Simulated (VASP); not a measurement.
# Mo in VASP: a series of runs

The runs below take Mo through single point, with PBE.

Everything below comes from runs of VASP 6.6.1. Logs are shortened: lines on timing, memory, paths and dates and some standing lists are left out, and cuts for length are marked.

**1. The cell of the first run**

The cell holds a sheet with vacuum, 2 atoms: a = 4.939 Å, b = 4.939 Å, c = 15.000 Å, α = 90.00°, β = 90.00°, γ = 90.00°.

The cell was built from a structure type or drawn by symmetry, and may not be a known phase.

**2. Single point, PBE**

INCAR

```
SYSTEM = Mo
PREC = Accurate
ENCUT = 520
EDIFF = 1E-6
ISMEAR = 0
SIGMA = 0.1
LREAL = .FALSE.
LASPH = .TRUE.
NELM = 60
ALGO = Normal
ISIF = 2
LWAVE = .FALSE.
LCHARG = .TRUE.
LDIPOL = .TRUE.
IDIPOL = 3
DIPOL = 0.5 0.5 0.500
GGA = PE
LELF = .TRUE.
LVHAR = .TRUE.
LVACPOTAV = .TRUE.
NBANDS = 21
```

KPOINTS

```
regular mesh
0
G
  4 4 1
  0 0 0
```

POSCAR

```
Mo
1.0
    4.9391740000      0.0000000000      0.0000000000
    0.0000000000      4.9391740000      0.0000000000
    0.0000000000      0.0000000000     15.0000000000
Mo
2
Direct
    0.0000000000      0.5000000000      0.4775021300
    0.5000000000      0.0000000000      0.5224978700
```

Potentials or basis: VASP PAW PBE potentials, release 64 (Mo_sv).

The run is started by

```
cat potpaw_PBE.64/Mo_sv/POTCAR > POTCAR
mpirun -np 1 vasp_std > vasp.out
```

OUTCAR:

```text
SYSTEM = Mo
   PREC = Accurate
   ENCUT = 520
   EDIFF = 1E-6
   ISMEAR = 0
   LREAL = .FALSE.
   LASPH = .TRUE.
   NELM = 60
   ISIF = 2
   GGA = PE

 ion  position               nearest neighbor table
   1  0.000  0.500  0.478-
   2  0.500  0.000  0.522-

  LATTYP: Found a simple tetragonal cell.
 ALAT       =     4.9391740000
 C/A-ratio  =     3.0369450438

  Lattice vectors:

 A1 = (   4.9391740000,   0.0000000000,   0.0000000000)
 A2 = (   0.0000000000,   4.9391740000,   0.0000000000)
 A3 = (   0.0000000000,   0.0000000000,  15.0000000000)

Analysis of symmetry for initial positions (statically):
=====================================================================
 Subroutine PRICEL returns:
 Original cell was already a primitive cell.

 Routine SETGRP: Setting up the symmetry group for a
 simple tetragonal supercell.

 Subroutine GETGRP returns: Found 16 space group operations
 (whereof  8 operations were pure point group operations)
 out of a pool of 16 trial point group operations.

The static configuration has the point symmetry D_2d.
 The point group associated with its full space group is D_4h.

Analysis of symmetry for dynamics (positions and initial velocities):
=====================================================================
 Subroutine PRICEL returns:
 Original cell was already a primitive cell.

 Routine SETGRP: Setting up the symmetry group for a
 simple tetragonal supercell.

 Subroutine GETGRP returns: Found 16 space group operations
 (whereof  8 operations were pure point group operations)
 out of a pool of 16 trial point group operations.

The dynamic configuration has the point symmetry D_2d.
 The point group associated with its full space group is D_4h.

 Subroutine INISYM returns: Found 16 space group operations
 (whereof  8 operations are pure point group operations),
 and found     1 'primitive' translations

----------------------------------------------------------------------------------------

                                     Primitive cell

  volume of cell :     365.9316

  direct lattice vectors                    reciprocal lattice vectors
     4.939174000  0.000000000  0.000000000     0.202463003  0.000000000  0.000000000
     0.000000000  4.939174000  0.000000000     0.000000000  0.202463003  0.000000000
     0.000000000  0.000000000 15.000000000     0.000000000  0.000000000  0.066666667

  length of vectors
     4.939174000  4.939174000 15.000000000     0.202463003  0.202463003  0.066666667

  position of ions in fractional coordinates (direct lattice)
     0.000000000  0.500000000  0.477502130
     0.500000000  0.000000000  0.522497870

  ion indices of the primitive-cell ions
   primitive index   ion index
                 1           1
                 2           2

----------------------------------------------------------------------------------------

 KPOINTS: regular mesh

Automatic generation of k-mesh.
 Grid dimensions read from file:
 generate k-points for:    4    4    1

 Generating k-lattice:

  Cartesian coordinates                     Fractional coordinates (reciprocal lattice)
     0.050615751  0.000000000  0.000000000     0.250000000  0.000000000  0.000000000
     0.000000000  0.050615751  0.000000000     0.000000000  0.250000000  0.000000000
     0.000000000  0.000000000  0.066666667     0.000000000  0.000000000  1.000000000

  Length of vectors
     0.050615751  0.050615751  0.066666667

  Shift w.r.t. Gamma in fractional coordinates (k-lattice)
     0.000000000  0.000000000  0.000000000

 Subroutine IBZKPT returns following result:
 ===========================================

 Found      6 irreducible k-points:

 Following reciprocal coordinates:
            Coordinates               Weight
  0.000000  0.000000  0.000000      1.000000
  0.250000  0.000000  0.000000      4.000000
  0.500000  0.000000  0.000000      2.000000
  0.250000  0.250000  0.000000      4.000000
  0.500000  0.250000  0.000000      4.000000
  0.500000  0.500000  0.000000      1.000000
   k-points           NKPTS =      6   k-points in BZ     NKDIM =      6   number of bands    NBANDS=     21
   number of dos      NEDOS =    301   number of ions     NIONS =      2
   total plane-waves  NPLWV = 179200
   dimension x,y,z NGX =    40 NGY =   40 NGZ =  112
   dimension x,y,z NGXF=    80 NGYF=   80 NGZF=  224
   ions per type =               2
   NGX,Y,Z   is equivalent  to a cutoff of  13.46, 13.46, 12.41 a.u.
   NGXF,Y,Z  is equivalent  to a cutoff of  26.93, 26.93, 24.83 a.u.
 SYSTEM =  Mo
   PREC   = accura    normal or accurate (medium, high low for compatibility)
   ISTART =      0    job   : 0-new  1-cont  2-samecut
   ICHARG =      2    charge: 1-file 2-atom 10-const
   ISPIN  =      1    spin polarized calculation?
   LNONCOLLINEAR =      F non collinear calculations
   LSORBIT =      F    spin-orbit coupling
   LASPH  =      T    aspherical Exc in radial PAW
   ENCUT  =  520.0 eV  38.22 Ry    6.18 a.u.   9.18  9.18 27.89*2*pi/ulx,y,z
   NELM   =     60;   NELMIN=  2; NELMDL= -5     # of ELM steps
   EDIFF  = 0.1E-05   stopping-criterion for ELM
   LREAL  =      F    real-space projection
   EDIFFG = 0.1E-04   stopping-criterion for IOM
   NSW    =      0    number of steps for IOM
   IBRION =     -1    ionic relax: 0-MD 1-quasi-New 2-CG
   NFREE  =      0    steps in history (QN), initial steepest desc. (CG)
   ISIF   =      2    stress and relaxation
   ISYM   =      2    0-nonsym 1-usesym 2-fastsym
   POTIM  = 0.5000    time-step for ionic-motion
   TEBEG  =    0.0;   TEEND  =   0.0 temperature during run
   PSTRESS=    0.0 pullay stress
   NELECT =      28.0000    total number of electrons
   NUPDOWN=      -1.0000    fix difference up-down
   EMIN   =  10.00;   EMAX   =-10.00  energy-range for DOS
   EFERMI =   0.00;   METHOD = LEGACY
   ISMEAR =     0;   SIGMA  =   0.10  broadening in eV -4-tet -1-fermi 0-gaus
   EFERMI_NEDOS =   21; number of points for ismear=-14 and -15
   IALGO  =     38    algorithm
   IMIX   =      4    mixing-type and parameters
     AMIX     =   0.40;   BMIX     =  1.00
     AMIX_MAG =   1.60;   BMIX_MAG =  1.00
  volume/ion in A,a.u.               =     182.97      1234.71
  Fermi-wavevector in a.u.,A,eV,Ry     =   0.695015  1.313388  6.572239  0.483046
  Thomas-Fermi vector in A             =   1.777669
   LORBIT       =      0    0 simple, 1 ext, 2 COOP (PROOUT), +10 PAW based schemes
   GGA     = PE    functional components
   LHFCALC =     F    Hartree Fock is set to
   AEXX    =    0.0000 exact exchange contribution
   IVDW    =     0    specifies the selected vdW correction
   LEPSILON=     F    determine dielectric tensor
   LRPA    =     F    only Hartree local field effects (RPA)
 non-spin polarized calculation
 Gauss-broadening in eV      SIGMA  =   0.10
  energy-cutoff  :      520.00
  volume of cell :      365.93
 maximum number of plane-waves:      9878
 NGX is ok and might be reduce to    40
   NGX = 19   NGY = 19   NGZ = 55

 dipolmoment           0.000000      0.000000      0.000000 electrons x Angstroem

 number of electron      27.9999999 magnetization

 dipolmoment           0.000000      0.000000     -0.000000 electrons x Angstroem

 Free energy of the ion-electron system (eV)
  ---------------------------------------------------
  ext. energy  EPLUGINS =         0.00000000
  ---------------------------------------------------
  free energy    TOTEN  =        -8.21287509 eV

  energy without entropy =       -8.14598444  energy(sigma->0) =       -8.17942977

 E-fermi :  -2.9020     XC(G=0):  -2.7969

 val. band max:       -2.9224690725   @ k =   0.2500   0.0000   0.0000
 cond. band min:      -2.8797306993   @ k =   0.2500   0.0000   0.0000
 fundamental gap:      0.0427383732
 Fermi energy:        -2.9019973330

 k-point     1 :       0.0000    0.0000    0.0000
  band No.  band energies     occupation
      1     -63.9758      2.00000
      2     -63.9692      2.00000
      3     -38.0570      2.00000
      4     -38.0517      2.00000
      5     -38.0129      2.00000
      6     -38.0129      2.00000
[... 13 lines left out ...]
     20      -1.3879      0.00000
     21       1.1271      0.00000

 k-point     2 :       0.2500    0.0000    0.0000
  band No.  band energies     occupation
      1     -63.9748      2.00000
      2     -63.9702      2.00000
      3     -38.0569      2.00000
      4     -38.0529      2.00000
      5     -38.0054      2.00000
      6     -38.0051      2.00000
[... 13 lines left out ...]
     20      -0.8970      0.00000
     21      -0.6073      0.00000

 k-point     3 :       0.5000    0.0000    0.0000
  band No.  band energies     occupation
      1     -63.9725      2.00000
      2     -63.9725      2.00000
      3     -38.0553      2.00000
      4     -38.0553      2.00000
      5     -37.9873      2.00000
      6     -37.9873      2.00000
[... 13 lines left out ...]
     20      -2.4469      0.00000
     21       0.6948      0.00000

 k-point     4 :       0.2500    0.2500    0.0000
  band No.  band energies     occupation
      1     -63.9741      2.00000
      2     -63.9708      2.00000
      3     -38.0561      2.00000
      4     -38.0535      2.00000
      5     -38.0157      2.00000
      6     -37.9895      2.00000
[... 13 lines left out ...]
     20      -0.4712      0.00000
     21       0.0395      0.00000

 k-point     5 :       0.5000    0.2500    0.0000
  band No.  band energies     occupation
      1     -63.9725      2.00000
      2     -63.9725      2.00000
      3     -38.0549      2.00000
      4     -38.0549      2.00000
      5     -38.0090      2.00000
      6     -38.0090      2.00000
[... 13 lines left out ...]
     20      -1.8796      0.00000
     21       0.8199      0.00000

 k-point     6 :       0.5000    0.5000    0.0000
  band No.  band energies     occupation
      1     -63.9725      2.00000
      2     -63.9725      2.00000
      3     -38.0543      2.00000
      4     -38.0543      2.00000
      5     -38.0184      2.00000
      6     -38.0184      2.00000
[... 13 lines left out ...]
     20      -1.2191      0.00000
     21      -0.2705      0.00000

------------------------ aborting loop because EDIFF is reached ----------------------------------------

  FORCE on cell =-STRESS in cart. coord.  units (eV):
  Direction    XX          YY          ZZ          XY          YZ          ZX
  --------------------------------------------------------------------------------------
  -------------------------------------------------------------------------------------
  Total      -13.3256476    -13.3256476     -0.6800862      0.0000000      0.0000000     -0.0000000
  in kB      -58.3443755    -58.3443755     -2.9776567      0.0000000      0.0000000     -0.0000000
  external PRESSURE =     -39.8888025 kB  Pullay stress =       0.0000000 kB

 VOLUME and BASIS-vectors are now :
 -----------------------------------------------------------------------------
  energy-cutoff  :      520.00
  volume of cell :      365.93
      direct lattice vectors                 reciprocal lattice vectors
     4.939174000  0.000000000  0.000000000     0.202463003  0.000000000  0.000000000
     0.000000000  4.939174000  0.000000000     0.000000000  0.202463003  0.000000000
     0.000000000  0.000000000 15.000000000     0.000000000  0.000000000  0.066666667

 POSITION                                       TOTAL-FORCE (eV/Angst)
 -----------------------------------------------------------------------------------
      0.00000      2.46959      7.16253         0.000000     -0.000000      0.987809
      2.46959      0.00000      7.83747        -0.000000      0.000000     -0.987809
 -----------------------------------------------------------------------------------
    total drift:                               -0.000000      0.000000     -0.000000

  FREE ENERGIE OF THE ION-ELECTRON SYSTEM (eV)
  ---------------------------------------------------
  free  energy   TOTEN  =        -8.2128750939 eV

  energy  without entropy=       -8.1459844397  energy(sigma->0) =       -8.17942977

 vacuum level on the upper side and lower side of the slab         1.577         1.577
```

Run time: 2.2 min. Hardware: 1 thread of Intel Xeon 8259CL, shared host; peak memory 0.42 GiB.

Results:

```yaml
Free_energy: -8.2129 eV
Largest_force: 0.988 eV/Å
Band_gap_on_the_k_mesh: zero (bands 14 and 15 overlap by 0.04 eV)
```

Forces on the atoms (eV/Å):
```
Mo   0.000  0.000  0.988
Mo   0.000  0.000 -0.988
```

Levels at points of the mesh, in eV from the Fermi level:
| k point | band 12 | band 13 | band 14 | band 15 | band 16 | band 17 |
| --- | --- | --- | --- | --- | --- | --- |
| (0.00, 0.00, 0.00) | -0.20 | -0.20 | -0.19 | 0.12 | 0.35 | 0.35 |
| (0.50, 0.00, 0.00) | -0.42 | -0.21 | -0.21 | 0.26 | 0.26 | 0.40 |
| (0.50, 0.50, 0.00) | -0.48 | 0.06 | 0.06 | 0.30 | 0.30 | 0.36 |

(Continued in part 2 of 2.)
